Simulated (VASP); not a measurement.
# Al3InAs4 (P1) in VASP: single point with PBEsol

Aim: the single point of Al3InAs4 with PBEsol.

All numbers are computed with VASP 6.6.1; they aren't measurements. Logs are shortened: lines on timing, memory, paths and dates and some standing lists are left out, and cuts for length are marked.

## (1) The cell of the first run

The typed cell holds 64 atoms: a = 11.545 Å, b = 11.545 Å, c = 11.545 Å, α = 90.00°, β = 90.00°, γ = 90.00°.

## (2) Single point, PBEsol

File INCAR:

```
SYSTEM = Al3InAs4
  PREC = Accurate
  ENCUT = 520
  EDIFF = 1E-6
  ISMEAR = -1
  SIGMA = 0.05
  LREAL = Auto
  LASPH = .True.
  NELM = 100
  ALGO = Normal
  ISIF = 2
  LWAVE = .False.
  LCHARG = .True.
  GGA = PS
  LELF = .True.
  LVHAR = .True.
  ISYM = 0
  NBANDS = 206
```

File KPOINTS:

```
Automatic mesh
0
Gamma
  1 1 1
  0.25 0.25 0.25
```

File POSCAR:

```
Al3InAs4
1.0
   11.5446191345      0.0000000000      0.0000000000
    0.0000000000     11.5446191345      0.0000000000
    0.0000000000      0.0000000000     11.5446191345
Al In As
24 8 32
Direct
    0.0003310000      0.0060600000      0.0016710000
    0.0016720000      0.4940490000      0.9984300000
    0.0015290000      0.4973490000      0.5002340000
    0.4991060000      0.9998970000      0.5039390000
    0.4970110000      0.4947730000      0.9930810000
    0.4975800000      0.4996550000      0.5053020000
    0.2460620000      0.2512070000      0.9978670000
    0.2499250000      0.2513430000      0.5014690000
    0.2515730000      0.7466140000      0.4999960000
    0.7536570000      0.2494390000      0.9954960000
    0.7496810000      0.2499520000      0.5040540000
    0.7484100000      0.7498330000      0.5020230000
    0.2460910000      0.0017840000      0.2524190000
    0.2519160000      0.0029520000      0.7480640000
    0.2453130000      0.4969380000      0.2505800000
    0.2512880000      0.4955500000      0.7470490000
    0.7548480000      0.0021940000      0.2523120000
    0.7476410000      0.0027430000      0.7476090000
    0.7476460000      0.4951660000      0.7471080000
    0.0016810000      0.2501870000      0.2481360000
    0.9994990000      0.2517330000      0.7517710000
    0.0020810000      0.7496030000      0.2524250000
    0.4997820000      0.2513020000      0.7478610000
    0.4992710000      0.7471580000      0.7440250000
    0.0013140000      0.0033700000      0.4993260000
    0.5010740000      0.0051890000      0.9966800000
    0.2496980000      0.7472410000      0.0006610000
    0.7527090000      0.7506610000      0.9992690000
    0.7551770000      0.4989260000      0.2517200000
    0.0013510000      0.7484160000      0.7497210000
    0.4981320000      0.2512700000      0.2525400000
    0.5000730000      0.7497540000      0.2573760000
    0.1262990000      0.1270500000      0.1262080000
    0.1306510000      0.1336280000      0.6320370000
    0.1159450000      0.6169150000      0.1300060000
    0.1315890000      0.6174040000      0.6195200000
    0.6390330000      0.1273600000      0.1255480000
    0.6235920000      0.1264830000      0.6257110000
    0.6164170000      0.6165170000      0.1181210000
    0.6253060000      0.6233830000      0.6239500000
    0.3667820000      0.3797730000      0.1180340000
    0.3758260000      0.3733490000      0.6247620000
    0.3705940000      0.8830240000      0.1323300000
    0.3734770000      0.8735040000      0.6245900000
    0.8820480000      0.3672180000      0.1178290000
    0.8761430000      0.3737870000      0.6249170000
    0.8839640000      0.8814650000      0.1321870000
    0.8639140000      0.8758340000      0.6247540000
    0.3676670000      0.1183380000      0.3827500000
    0.3689440000      0.1342360000      0.8680610000
    0.3683050000      0.6149230000      0.3812040000
    0.3794710000      0.6183870000      0.8655010000
    0.8704580000      0.1351330000      0.3702080000
    0.8750090000      0.1239840000      0.8723080000
    0.8825030000      0.6327310000      0.3841000000
    0.8750480000      0.6089450000      0.8737050000
    0.1239590000      0.3719560000      0.3753500000
    0.1256740000      0.3755560000      0.8731270000
    0.1314870000      0.8681810000      0.3716020000
    0.1254380000      0.8888270000      0.8755930000
    0.6253000000      0.3770900000      0.3901860000
    0.6252430000      0.3713680000      0.8734070000
    0.6327710000      0.8835680000      0.3829320000
    0.6234640000      0.8737000000      0.8605780000
```

Potentials or basis: VASP PAW PBE potentials, release 64 (Al, In_d, As).

Launch:

```bash
> cat potpaw_PBE.64/Al/POTCAR potpaw_PBE.64/In_d/POTCAR potpaw_PBE.64/As/POTCAR > POTCAR
> mpirun -np 1 vasp_std > vasp.out
```

OUTCAR:

```text
SYSTEM = Al3InAs4
   PREC = Accurate
   ENCUT = 520
   EDIFF = 1E-6
   ISMEAR = -1
   LREAL = Auto
   LASPH = .True.
   NELM = 100
   ISIF = 2
   GGA = PS
   ISYM = 0

 ion  position               nearest neighbor table
   1  0.000  0.006  0.002-  60 2.46  33 2.48  47 2.48  54 2.49
   2  0.002  0.494  0.998-  45 2.44  56 2.44  58 2.45  35 2.46
   3  0.002  0.497  0.500-  36 2.46  55 2.48  57 2.48  46 2.49
   4  0.499  1.000  0.504-  49 2.48  63 2.48  44 2.48  38 2.49
   5  0.497  0.495  0.993-  39 2.44  52 2.46  41 2.47  62 2.48
   6  0.498  0.500  0.505-  61 2.44  42 2.45  51 2.46  40 2.47
[... 56 lines left out ...]
  63  0.633  0.884  0.383-  12 2.46  17 2.48   4 2.48  32 2.61
  64  0.623  0.874  0.861-  18 2.44  24 2.45  26 2.60  28 2.61

IMPORTANT INFORMATION: All symmetrisations will be switched off!
NOSYMM: (Re-)initialisation of all symmetry stuff for point group C_1.

----------------------------------------------------------------------------------------

                                     Primitive cell

  volume of cell :    1538.6464

  direct lattice vectors                    reciprocal lattice vectors
    11.544619134  0.000000000  0.000000000     0.086620441  0.000000000  0.000000000
     0.000000000 11.544619134  0.000000000     0.000000000  0.086620441  0.000000000
     0.000000000  0.000000000 11.544619134     0.000000000  0.000000000  0.086620441

  length of vectors
    11.544619134 11.544619134 11.544619134     0.086620441  0.086620441  0.086620441

  position of ions in fractional coordinates (direct lattice)
     0.000331000  0.006060000  0.001671000
     0.001672000  0.494049000  0.998430000
     0.001529000  0.497349000  0.500234000
     0.499106000  0.999897000  0.503939000
     0.497011000  0.494773000  0.993081000
     0.497580000  0.499655000  0.505302000
[... 56 lines left out ...]
     0.632771000  0.883568000  0.382932000
     0.623464000  0.873700000  0.860578000

  ion indices of the primitive-cell ions
   primitive index   ion index
                 1           1
                 2           2
                 3           3
                 4           4
                 5           5
                 6           6
[... 56 lines left out ...]
                63          63
                64          64

----------------------------------------------------------------------------------------

 KPOINTS: Automatic mesh

Automatic generation of k-mesh.
 Grid dimensions read from file:
 generate k-points for:    1    1    1
[... 47 lines left out ...]
   IBRION =     -1    ionic relax: 0-MD 1-quasi-New 2-CG
   NFREE  =      0    steps in history (QN), initial steepest desc. (CG)
   ISIF   =      2    stress and relaxation
   ISYM   =      0    0-nonsym 1-usesym 2-fastsym
   POTIM  = 0.5000    time-step for ionic-motion
   TEBEG  =    0.0;   TEEND  =   0.0 temperature during run
   PSTRESS=    0.0 pullay stress
   NELECT =     336.0000    total number of electrons
   NUPDOWN=      -1.0000    fix difference up-down
   EMIN   =  10.00;   EMAX   =-10.00  energy-range for DOS
   EFERMI =   0.00;   METHOD = LEGACY
   ISMEAR =    -1;   SIGMA  =   0.05  broadening in eV -4-tet -1-fermi 0-gaus
   EFERMI_NEDOS =   21; number of points for ismear=-14 and -15
   IALGO  =     38    algorithm
   IMIX   =      4    mixing-type and parameters
     AMIX     =   0.40;   BMIX     =  1.00
     AMIX_MAG =   1.60;   BMIX_MAG =  1.00
  volume/ion in A,a.u.               =      24.04       162.24
  Fermi-wavevector in a.u.,A,eV,Ry     =   0.985844  1.862976 13.223351  0.971889
  Thomas-Fermi vector in A             =   2.117181
   LORBIT       =      0    0 simple, 1 ext, 2 COOP (PROOUT), +10 PAW based schemes
   GGA     = PS    functional components
   LHFCALC =     F    Hartree Fock is set to
   AEXX    =    0.0000 exact exchange contribution
   IVDW    =     0    specifies the selected vdW correction
   LEPSILON=     F    determine dielectric tensor
   LRPA    =     F    only Hartree local field effects (RPA)
 non-spin polarized calculation
  energy-cutoff  :      520.00
  volume of cell :     1538.65
 maximum number of plane-waves:     41482
 NGX is ok and might be reduce to    90
   NGX = 43   NGY = 43   NGZ = 43

 number of electron     335.9999991 magnetization

 Free energy of the ion-electron system (eV)
  ---------------------------------------------------
  ext. energy  EPLUGINS =         0.00000000
  ---------------------------------------------------
  free energy    TOTEN  =      -308.99176840 eV

  energy without entropy =     -308.99176833  energy(sigma->0) =     -308.99176836

 E-fermi :   4.7114     XC(G=0):  -9.2100

 val. band max:        3.8090249310   @ k =   0.2500   0.2500   0.2500
 cond. band min:       5.6396055637   @ k =  -0.2500  -0.2500   0.2500
 fundamental gap:      1.8305806327
 Fermi energy:         4.7113509967

 k-point     1 :       0.2500    0.2500    0.2500
  band No.  band energies     occupation
      1     -10.2446      2.00000
      2     -10.2297      2.00000
      3     -10.2067      2.00000
      4     -10.1968      2.00000
      5     -10.1909      2.00000
      6     -10.1842      2.00000
[... 721 lines left out ...]
    179       6.4562      0.00000
    180       6.4977      0.00000
 [bands above 180 left out]

------------------------ aborting loop because EDIFF is reached ----------------------------------------

  FORCE on cell =-STRESS in cart. coord.  units (eV):
  Direction    XX          YY          ZZ          XY          YZ          ZX
  --------------------------------------------------------------------------------------
  -------------------------------------------------------------------------------------
  Total        1.9962491      2.0442944      2.0032532     -0.0047809      0.0624282     -0.0527043
  in kB        2.0786745      2.1287036      2.0859678     -0.0049783      0.0650058     -0.0548804
  external PRESSURE =       2.0977820 kB  Pullay stress =       0.0000000 kB

 VOLUME and BASIS-vectors are now :
 -----------------------------------------------------------------------------
  energy-cutoff  :      520.00
  volume of cell :     1538.65
      direct lattice vectors                 reciprocal lattice vectors
    11.544619134  0.000000000  0.000000000     0.086620441  0.000000000  0.000000000
     0.000000000 11.544619134  0.000000000     0.000000000  0.086620441  0.000000000
     0.000000000  0.000000000 11.544619134     0.000000000  0.000000000  0.086620441

 POSITION                                       TOTAL-FORCE (eV/Angst)
 -----------------------------------------------------------------------------------
      0.00382      0.06996      0.01929         0.009665      0.018580      0.018204
      0.01930      5.70361     11.52649        -0.011718      0.024592      0.009311
      0.01765      5.74170      5.77501         0.015425     -0.000693      0.002584
      5.76199     11.54343      5.81778         0.019095      0.021782      0.003574
      5.73780      5.71197     11.46474        -0.006468     -0.017259     -0.000723
      5.74437      5.76833      5.83352         0.001082      0.031439     -0.009295
[... 56 lines left out ...]
      7.30510     10.20046      4.42080        -0.019612     -0.046278     -0.043719
      7.19765     10.08653      9.93505         0.025101      0.044874      0.030517
 -----------------------------------------------------------------------------------
    total drift:                               -0.018979      0.009404      0.039569

  FREE ENERGIE OF THE ION-ELECTRON SYSTEM (eV)
  ---------------------------------------------------
  free  energy   TOTEN  =      -308.9917683989 eV

  energy  without entropy=     -308.9917683253  energy(sigma->0) =     -308.99176836
```

Wall time 43 min (1 thread of Intel Xeon Platinum 8259CL at 2.50GHz (Skylake/Cascade Lake), shared host); peak memory 1.7 GiB.

What came out:

```
Free energy            : -308.9918 eV
Pressure               : 0.2 GPa
Largest force          : 0.122 eV/Å
Band gap on the k mesh : 1.83 eV (least direct gap 1.84 eV)
```

Forces in eV/Å, atoms in the order of the input:
```
Al   0.010  0.019  0.018
Al  -0.012  0.025  0.009
Al   0.015 -0.001  0.003
Al   0.019  0.022  0.004
Al  -0.006 -0.017 -0.001
Al   0.001  0.031 -0.009
Al   0.016  0.005 -0.002
Al   0.023  0.016 -0.005
Al   0.001  0.022  0.005
Al   0.016  0.006  0.000
Al   0.031 -0.005  0.009
Al  -0.008 -0.002  0.008
Al  -0.008 -0.003  0.030
Al   0.016  0.007  0.010
Al   0.013  0.004  0.014
Al   0.000  0.006  0.002
Al  -0.011  0.021  0.008
Al   0.015 -0.005  0.011
Al   0.007 -0.003  0.007
Al   0.004  0.008  0.029
Al   0.005  0.014  0.018
Al   0.029  0.007 -0.015
Al   0.018 -0.001  0.021
Al  -0.001  0.006 -0.005
In  -0.004 -0.022 -0.012
In   0.009 -0.036 -0.017
In  -0.029 -0.024  0.003
In  -0.010 -0.005 -0.019
In  -0.010  0.007 -0.026
In  -0.042 -0.009 -0.016
In  -0.013 -0.007  0.006
In   0.003 -0.011 -0.020
As  -0.014 -0.020 -0.030
As  -0.040 -0.043 -0.040
As   0.001  0.018  0.024
As   0.042 -0.007 -0.005
As   0.009 -0.032 -0.013
As  -0.036 -0.014 -0.019
As   0.046  0.069  0.090
As  -0.013  0.004 -0.015
As   0.006  0.021  0.014
As  -0.020 -0.022 -0.023
As   0.005 -0.007 -0.019
As  -0.016 -0.014 -0.001
As   0.010 -0.008 -0.001
As  -0.001 -0.002 -0.002
As  -0.039 -0.047 -0.032
As   0.018  0.051  0.068
As   0.000  0.015  0.033
As  -0.017  0.023 -0.008
As   0.008 -0.030  0.017
As   0.017  0.029  0.001
As  -0.005  0.032 -0.004
As  -0.001 -0.001 -0.005
As  -0.047 -0.033 -0.037
As   0.051  0.011  0.045
As  -0.010 -0.007 -0.004
As  -0.027 -0.019 -0.016
As   0.049  0.003 -0.011
As  -0.017 -0.012 -0.035
As  -0.049 -0.030 -0.015
As  -0.014 -0.004 -0.010
As  -0.020 -0.046 -0.044
As   0.025  0.045  0.031
```

Caveat: the PAW data sets were made with another functional, which shifts forces and pressure a little; spin-orbit coupling is left out, which moves the levels of the heavy elements; a shifted mesh leaves out Γ, where band edges can lie.
